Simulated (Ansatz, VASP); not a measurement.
# EuO in VASP and in Ansatz

```
CELL_PARAMETERS angstrom
0.00000 2.57195 2.57195
2.57195 0.00000 2.57195
2.57195 2.57195 0.00000
ATOMIC_POSITIONS crystal
Eu 0.00000 0.00000 0.00000
O 0.50000 0.50000 0.50000
```

Alike in both runs: task single point; functional PBE; k mesh 4 × 4 × 4; occupations fermi-dirac, width 0.1 eV; collinear spin; Hubbard terms Eu f U = 3.0 eV.

|  | VASP | Ansatz |
| --- | --- | --- |
| version | VASP 6.6.1 | Ansatz 0.2.0 |
| potentials or method | VASP PAW PBE potentials, release 64 (Eu, O), cutoff 600 eV | plane waves, PAW |
| valence electrons in the cell | 23 | 23 |

|  | VASP | Ansatz | Ansatz less VASP |
| --- | --- | --- | --- |
| gap on the k mesh at the Fermi level (eV) | none | none | - |
| pressure (GPa) | -1.5 | -0.9 | +0.53 |
| net moment per atom (μB) | 3.49 | 3.50 | +0.010 |
| size of the moment on the site where the two differ most (μB) | 6.65 | 6.70 | +0.046 |

Site moments also hang on the region over which each program counts them. The programs project onto different local orbitals, so the same U acts differently, and such runs can settle in different states. A gap of «none» marks a metal or a gap that the smearing closes. Ansatz's warnings: filled band counts differ across k points, given moment on shells, stability check not made.

The k mesh is coarse, so the values compare programs but aren't converged. Neither program's run includes spin-orbit coupling.
